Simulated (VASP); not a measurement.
# I (C2/m) in VASP: notebook

I is run at these levels: PBE; tasks: single point, relaxation of cell and atoms.

All numbers are computed with VASP 6.6.1; they aren't measurements. Logs are shortened: lines on timing, memory, paths and dates and some standing lists are left out, and cuts for length are marked.

## 1. The cell of the first run

Symmetry: C2/m, No. 12, monoclinic system. The conventional cell has a = 4.853 Å, b = 8.941 Å, c = 2.958 Å, α = 90.00°, β = 126.88°, γ = 90.00°. Within 3.9 Å of I (site symmetry 2/m) lie 4 I at 2.96 to 3.88 Å.

## 2. Single point, PBE

INCAR reads:

```
  ALGO = Normal
  EDIFF = 1E-7
  ENCUT = 520
  GGA = PE
  ISIF = 2
  ISMEAR = 0
  LASPH = T
  LCHARG = F
  LREAL = F
  LWAVE = F
  NBANDS = 10
  NELM = 100
  PREC = Accurate
  SIGMA = 0.1
```

KPOINTS reads:

```
k-points
0
Gamma
  12 12 18
```

POSCAR reads:

```
I
1.0
    2.4507032831     -4.4706388677     -0.1275789479
    2.4507032831      4.4706388677     -0.1275789479
   -1.6858423321      0.0000000000      2.4305709301
I
1
Direct
    0.5000000000      0.5000000000      0.5000000000
```

Potentials or basis: VASP PAW PBE potentials, release 64 (I).

Launch:

```bash
cat potpaw_PBE.64/I/POTCAR > POTCAR
mpirun -np 1 vasp_std > vasp.out
```

OUTCAR:

```text
EDIFF = 1E-7
   ENCUT = 520
   GGA = PE
   ISIF = 2
   ISMEAR = 0
   LASPH = T
   LREAL = F
   NELM = 100
   PREC = Accurate

 ion  position               nearest neighbor table
   1  0.500  0.500  0.500-

  Warning from LATTYP: Got some problem with cell dimensions!
  Tried to take original basis but could not verify dimensions!
  LATTYP: Found a base centered monoclinic cell.
 ALAT       =     4.8533635118
 B/A-ratio  =     1.8422847812
 C/A-ratio  =     0.6094733760
 COS(beta)  =    -0.6001785518

  Lattice vectors:

 A1 = (  -0.7648609510,   4.4706388677,  -2.3029919822)
 A2 = (  -0.7648609510,  -4.4706388677,  -2.3029919822)
 A3 = (  -1.6858423321,   0.0000000000,   2.4305709301)

Analysis of symmetry for initial positions (statically):
=====================================================================
 Subroutine PRICEL returns:
 Original cell was already a primitive cell.

 Routine SETGRP: Setting up the symmetry group for a
 base centered monoclinic supercell.

 Subroutine GETGRP returns: Found  4 space group operations
 (whereof  4 operations were pure point group operations)
 out of a pool of  4 trial point group operations.

The static configuration has the point symmetry C_2h.

Analysis of symmetry for dynamics (positions and initial velocities):
=====================================================================
 Subroutine PRICEL returns:
 Original cell was already a primitive cell.

 Routine SETGRP: Setting up the symmetry group for a
 base centered monoclinic supercell.

 Subroutine GETGRP returns: Found  4 space group operations
 (whereof  4 operations were pure point group operations)
 out of a pool of  4 trial point group operations.

The dynamic configuration has the point symmetry C_2h.

 Subroutine INISYM returns: Found  4 space group operations
 (whereof  4 operations are pure point group operations),
 and found     1 'primitive' translations

----------------------------------------------------------------------------------------

                                     Primitive cell

  volume of cell :      51.3366

  direct lattice vectors                    reciprocal lattice vectors
     2.450703283 -4.470638868 -0.127578948     0.211665781 -0.111840839  0.146811240
     2.450703283  4.470638868 -0.127578948     0.211665781  0.111840839  0.146811240
    -1.685842332  0.000000000  2.430570930     0.022220374  0.000000000  0.426838005

  length of vectors
     5.099885769  5.099885769  2.957995844     0.280827912  0.280827912  0.427415989

  position of ions in fractional coordinates (direct lattice)
     0.500000000  0.500000000  0.500000000

  ion indices of the primitive-cell ions
   primitive index   ion index
                 1           1

----------------------------------------------------------------------------------------

 KPOINTS: k-points

Automatic generation of k-mesh.
 Grid dimensions read from file:
 generate k-points for:   12   12   18

 Generating k-lattice:

  Cartesian coordinates                     Fractional coordinates (reciprocal lattice)
     0.017638815 -0.009320070  0.012234270     0.083333333  0.000000000 -0.000000000
     0.017638815  0.009320070  0.012234270     0.000000000  0.083333333 -0.000000000
     0.001234465  0.000000000  0.023713223     0.000000000  0.000000000  0.055555556

  Length of vectors
     0.023402326  0.023402326  0.023745333

  Shift w.r.t. Gamma in fractional coordinates (k-lattice)
     0.000000000  0.000000000  0.000000000

 Subroutine IBZKPT returns following result:
 ===========================================

 Found    710 irreducible k-points:

 Following reciprocal coordinates:
            Coordinates               Weight
  0.000000  0.000000  0.000000      1.000000
  0.083333  0.000000 -0.000000      4.000000
  0.166667  0.000000  0.000000      4.000000
  0.250000  0.000000  0.000000      4.000000
  0.333333  0.000000 -0.000000      4.000000
  0.416667  0.000000 -0.000000      4.000000
[... 16 lines left out ...]
  0.500000  0.166667  0.000000      4.000000
 -0.416667  0.166667  0.000000      4.000000
 [... further k-points ...]
   k-points           NKPTS =    710   k-points in BZ     NKDIM =    710   number of bands    NBANDS=     10
   number of dos      NEDOS =    301   number of ions     NIONS =      1
   total plane-waves  NPLWV =  38400
   dimension x,y,z NGX =    40 NGY =   40 NGZ =   24
   dimension x,y,z NGXF=    80 NGYF=   80 NGZF=   48
   ions per type =               1
   NGX,Y,Z   is equivalent  to a cutoff of  13.04, 13.04, 13.49 a.u.
   NGXF,Y,Z  is equivalent  to a cutoff of  26.08, 26.08, 26.98 a.u.
 SYSTEM =  unknown system
   PREC   = accura    normal or accurate (medium, high low for compatibility)
   ISTART =      0    job   : 0-new  1-cont  2-samecut
   ICHARG =      2    charge: 1-file 2-atom 10-const
   ISPIN  =      1    spin polarized calculation?
   LNONCOLLINEAR =      F non collinear calculations
   LSORBIT =      F    spin-orbit coupling
   LASPH  =      T    aspherical Exc in radial PAW
   ENCUT  =  520.0 eV  38.22 Ry    6.18 a.u.   9.48  9.48  5.50*2*pi/ulx,y,z
   NELM   =    100;   NELMIN=  2; NELMDL= -5     # of ELM steps
   EDIFF  = 0.1E-06   stopping-criterion for ELM
   LREAL  =      F    real-space projection
   EDIFFG = 0.1E-05   stopping-criterion for IOM
   NSW    =      0    number of steps for IOM
   IBRION =     -1    ionic relax: 0-MD 1-quasi-New 2-CG
   NFREE  =      0    steps in history (QN), initial steepest desc. (CG)
   ISIF   =      2    stress and relaxation
   ISYM   =      2    0-nonsym 1-usesym 2-fastsym
   POTIM  = 0.5000    time-step for ionic-motion
   TEBEG  =    0.0;   TEEND  =   0.0 temperature during run
   PSTRESS=    0.0 pullay stress
   NELECT =       7.0000    total number of electrons
   NUPDOWN=      -1.0000    fix difference up-down
   EMIN   =  10.00;   EMAX   =-10.00  energy-range for DOS
   EFERMI =   0.00;   METHOD = LEGACY
   ISMEAR =     0;   SIGMA  =   0.10  broadening in eV -4-tet -1-fermi 0-gaus
   EFERMI_NEDOS =   21; number of points for ismear=-14 and -15
   IALGO  =     38    algorithm
   IMIX   =      4    mixing-type and parameters
     AMIX     =   0.40;   BMIX     =  1.00
     AMIX_MAG =   1.60;   BMIX_MAG =  1.00
  volume/ion in A,a.u.               =      51.34       346.44
  Fermi-wavevector in a.u.,A,eV,Ry     =   0.842620  1.592321  9.660252  0.710008
  Thomas-Fermi vector in A             =   1.957356
   LORBIT       =      0    0 simple, 1 ext, 2 COOP (PROOUT), +10 PAW based schemes
   GGA     = PE    functional components
   LHFCALC =     F    Hartree Fock is set to
   AEXX    =    0.0000 exact exchange contribution
   IVDW    =     0    specifies the selected vdW correction
   LEPSILON=     F    determine dielectric tensor
   LRPA    =     F    only Hartree local field effects (RPA)
 non-spin polarized calculation
 Gauss-broadening in eV      SIGMA  =   0.10
  energy-cutoff  :      520.00
  volume of cell :       51.34
 maximum number of plane-waves:      1407
 NGX is ok and might be reduce to    40
   NGX = 19   NGY = 19   NGZ = 11

 number of electron       6.9999999 magnetization

 Free energy of the ion-electron system (eV)
  ---------------------------------------------------
  ext. energy  EPLUGINS =         0.00000000
  ---------------------------------------------------
  free energy    TOTEN  =        -1.45857922 eV

  energy without entropy =       -1.45603048  energy(sigma->0) =       -1.45730485

 E-fermi :   1.0261     XC(G=0):  -7.1127

 val. band max:        1.0224844253   @ k =  -0.2500  -0.0000   0.3333
 cond. band min:       1.0283911488   @ k =  -0.0833  -0.1667   0.3333
 fundamental gap:      0.0059067235
 Fermi energy:         1.0260825280

 k-point     1 :       0.0000    0.0000    0.0000
  band No.  band energies     occupation
      1     -12.1737      2.00000
      2      -0.9153      2.00000
      3       0.0389      2.00000
      4       4.4156      0.00000
      5       5.4178      0.00000
      6       7.8799      0.00000
      7      10.9192      0.00000
      8      11.0417      0.00000
      9      12.2763      0.00000
     10      16.7905      0.00000

 k-point     2 :       0.0833    0.0000   -0.0000
  band No.  band energies     occupation
      1     -12.1521      2.00000
      2      -0.9217      2.00000
      3      -0.1948      2.00000
      4       4.4288      0.00000
      5       5.6317      0.00000
      6       8.1570      0.00000
      7      10.1387      0.00000
      8      11.0689      0.00000
      9      13.2884      0.00000
     10      16.8238      0.00000

 k-point     3 :       0.1667    0.0000    0.0000
  band No.  band energies     occupation
      1     -12.0921      2.00000
      2      -0.9583      2.00000
      3      -0.7272      2.00000
      4       4.4651      0.00000
      5       6.1161      0.00000
      6       8.8040      0.00000
      7       9.3604      0.00000
      8      11.1481      0.00000
      9      14.9351      0.00000
     10      16.9226      0.00000

 k-point     4 :       0.2500    0.0000    0.0000
  band No.  band energies     occupation
      1     -12.0071      2.00000
      2      -1.4164      2.00000
      3      -0.9162      2.00000
      4       4.5157      0.00000
      5       6.5569      0.00000
      6       8.5424      0.00000
      7      10.3091      0.00000
      8      11.2814      0.00000
      9      16.0647      0.00000
     10      16.7330      0.00000
[... 222 lines left out ...]
 k-point    22 :       0.4167    0.1667   -0.0000
  band No.  band energies     occupation
      1     -11.8414      2.00000
      2      -2.3209      2.00000
      3      -1.0900      2.00000
      4       4.5995      0.00000
      5       6.8134      0.00000
      6       9.8193      0.00000
      7      11.2700      0.00000
      8      12.5007      0.00000
      9      14.1574      0.00000
     10      16.4277      0.00000

 k-point    23 :       0.5000    0.1667    0.0000
  band No.  band energies     occupation
      1     -11.9001      2.00000
      2      -1.9826      2.00000
      3      -1.1920      2.00000
      4       4.5543      0.00000
      5       7.0197      0.00000
      6      10.4889      0.00000
      7      10.9091      0.00000
      8      11.7344      0.00000
      9      13.0053      0.00000
     10      16.7207      0.00000

 k-point    24 :      -0.4167    0.1667    0.0000
  band No.  band energies     occupation
      1     -11.9830      2.00000
      2      -1.5198      2.00000
      3      -1.1935      2.00000
      4       4.4981      0.00000
      5       7.2451      0.00000
      6       9.4863      0.00000
      7      10.9198      0.00000
      8      11.1022      0.00000
      9      13.5735      0.00000
     10      17.0147      0.00000

 [... further k-points ...]

------------------------ aborting loop because EDIFF is reached ----------------------------------------

  FORCE on cell =-STRESS in cart. coord.  units (eV):
  Direction    XX          YY          ZZ          XY          YZ          ZX
  --------------------------------------------------------------------------------------
  -------------------------------------------------------------------------------------
  Total       -0.0139020      0.0060285     -0.0254340      0.0000000      0.0000000      0.0166627
  in kB       -0.4338719      0.1881456     -0.7937762      0.0000000      0.0000000      0.5200294
  external PRESSURE =      -0.3465008 kB  Pullay stress =       0.0000000 kB

 VOLUME and BASIS-vectors are now :
 -----------------------------------------------------------------------------
  energy-cutoff  :      520.00
  volume of cell :       51.34
      direct lattice vectors                 reciprocal lattice vectors
     2.450703283 -4.470638868 -0.127578948     0.211665781 -0.111840839  0.146811240
     2.450703283  4.470638868 -0.127578948     0.211665781  0.111840839  0.146811240
    -1.685842332  0.000000000  2.430570930     0.022220374  0.000000000  0.426838005

 POSITION                                       TOTAL-FORCE (eV/Angst)
 -----------------------------------------------------------------------------------
      1.60778      0.00000      1.08771         0.000000      0.000000      0.000000
 -----------------------------------------------------------------------------------
    total drift:                                0.000000     -0.000000     -0.000000

  FREE ENERGIE OF THE ION-ELECTRON SYSTEM (eV)
  ---------------------------------------------------
  free  energy   TOTEN  =        -1.4585792218 eV

  energy  without entropy=       -1.4560304838  energy(sigma->0) =       -1.45730485
```

Wall time 7.4 min (1 thread of AMD EPYC 7R43 (Zen 3), shared host); peak memory 0.42 GiB.

What came out:

* Free energy: -1.4586 eV
* Pressure: 0.0 GPa
* Band gap on the k mesh: zero (an odd number of electrons rules out a gap without spin polarisation)

Levels at points of the mesh, in eV from the Fermi level:
```
           k point  band 1  band 2  band 3  band 4  band 5  band 6  band 7  band 8  band 9
(0.00, 0.00, 0.00)  -13.20   -1.94   -0.99    3.39    4.39    6.85    9.89   10.02   11.25
(0.50, 0.00, 0.00)  -12.85   -3.47   -1.96    3.59    5.28    9.54    9.86   10.83   14.17
(0.50, 0.50, 0.00)  -13.13   -2.88   -1.08    3.34    5.91    8.63    9.64   11.86   11.97
(0.00, 0.00, 0.50)  -10.52   -4.86   -1.37   -0.06    5.10    6.83    9.98   10.91   11.42
(0.50, 0.00, 0.50)  -10.84   -5.18   -0.40    0.75    5.94    9.02    9.42    9.70   11.28
(0.50, 0.50, 0.50)  -10.52   -4.87   -1.37   -0.04    5.10    6.92    9.90   10.92   11.29
```

Caveat: spin-orbit coupling is left out, which moves the levels of the heavy elements; an odd number of electrons without spin polarisation forces a metal; a magnetic or distorted state may lie lower.

(Continued in part 2 of 2.)
